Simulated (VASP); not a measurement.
Here is a VASP 6.6.1 calculation.

File INCAR:

```
PREC = Accurate ; ENCUT = 520
EDIFF = 1E-7 ; ISMEAR = -1
SIGMA = 0.1 ; LREAL = F
LASPH = T ; NELM = 60
ALGO = Normal ; ISIF = 2
LWAVE = F ; LCHARG = F
GGA = CA ; NBANDS = 33
```

The input KPOINTS:

```
Automatic mesh
0
Gamma
  9 9 9
```

POSCAR

```
Zr3Sn
1.0
   -2.1766510000      2.1766510000      4.7696450000
    2.1766510000     -2.1766510000      4.7696450000
    2.1766510000      2.1766510000     -4.7696450000
Zr Sn
3 1
Direct
    0.5000000000      0.5000000000      0.0000000000
    0.2500000000      0.7500000000      0.5000000000
    0.7500000000      0.2500000000      0.5000000000
    0.0000000000      0.0000000000      0.0000000000
```

Potentials or basis: VASP PAW LDA potentials, release 64 (Zr_sv, Sn_d).

Command:

```bash
$ cat potpaw_LDA.64/Zr_sv/POTCAR potpaw_LDA.64/Sn_d/POTCAR > POTCAR
$ mpirun -np 1 vasp_std > vasp.out
```

(1) Predict the pressure.

(2) Predict the band gap on the k mesh.

## Answers

(1) -6.5 GPa.

(2) zero (bands 25 and 26 overlap by 0.78 eV).

Caveat: the cell stands under tension; spin-orbit coupling is left out, which moves the levels of the heavy elements.
